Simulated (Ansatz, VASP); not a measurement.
Two plane-wave programs on YAl3N4

```
Y Al N
1.0
     3.07163   -4.28696    0.00000
     3.07163    4.28696    0.00000
     0.00000    0.00000    3.08278
Y Al N
1 3 4
Direct
  0.50000 0.50000 0.50000
  0.00000 0.50000 0.00000
  0.50000 0.00000 0.00000
  0.00000 0.00000 0.50000
  0.77475 0.77475 0.00000
  0.22525 0.22525 0.00000
  0.76525 0.23475 0.50000
  0.23475 0.76525 0.50000
```

Alike in both runs: functional PBE; k mesh 6 × 6 × 10; occupations gaussian, width 0.02 eV; no spin polarisation.

Ansatz relaxed the structure, and its values are those at the end. VASP's run is a single point on that final structure, the one shown.

```csv
,VASP,Ansatz
version,VASP 6.6.1,Ansatz 0.2.0
potentials or method,"VASP PAW PBE potentials, release 64 (Y_sv, Al, N), cutoff 520 eV","scalar-relativistic, plane waves, PAW"
valence electrons in the cell,40,40
```

```tsv
	VASP	Ansatz	Ansatz less VASP
gap on the k mesh at the Fermi level (eV)	1.76	1.76	0.000
least direct gap on the mesh (eV)	1.76	1.76	0.000
pressure (GPa)	-0.3	0.0	+0.29
```

With one functional, cell and mesh, what is left measures potentials, basis and numerics.
